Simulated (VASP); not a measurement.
A run of VASP 6.6.1 is set up as follows.

File POSCAR:

```
Sn
1.0
    0.0000000000      3.2853957777      3.2853957777
    3.2853957777      0.0000000000      3.2853957777
    3.2853957777      3.2853957777      0.0000000000
Sn
2
Direct
    0.5000000000      0.5000000000      0.5000000000
    0.7500000000      0.7500000000      0.7500000000
```

File INCAR.step1:

```
SYSTEM = Sn
ALGO = Normal ; EDIFF = 1E-4
ENCUT = 520 ; GGA = PE
ISMEAR = -1 ; LASPH = .TRUE.
LCHARG = .FALSE. ; LREAL = .FALSE.
LWAVE = .TRUE. ; NBANDS = 21
NELM = 60 ; PREC = Accurate
SIGMA = 0.15
```

The input INCAR.step2:

```
SYSTEM = Sn
ALGO = Normal ; EDIFF = 1E-6
ENCUT = 520 ; ISIF = 2
ISMEAR = -1 ; ISTART = 1
LASPH = .TRUE. ; LCHARG = .TRUE.
LELF = .TRUE. ; LMIXTAU = .TRUE.
LREAL = .FALSE. ; LVHAR = .TRUE.
LWAVE = .FALSE. ; METAGGA = R2SCAN
NBANDS = 21 ; NELM = 60
PREC = Accurate ; SIGMA = 0.15
```

KPOINTS

```
k-points
0
G
  14 14 14
  0 0 0
```

Potentials or basis: VASP PAW PBE potentials, release 64 (Sn_d).

Launch:

```bash
$ cat potpaw_PBE.64/Sn_d/POTCAR > POTCAR
$ cp INCAR.step1 INCAR
$ mpirun -np 1 vasp_std > vasp.out
$ cp INCAR.step2 INCAR
$ mpirun -np 1 vasp_std > vasp.out
```

Problem. What does it give for the band gap on the k mesh?

Solution. Zero (filled and empty bands touch).

Problem. Predict the pressure.

Solution. -0.1 GPa.

Caveat: the PAW data sets were made with another functional, which shifts forces and pressure a little; spin-orbit coupling is left out, which moves the levels of the heavy elements.
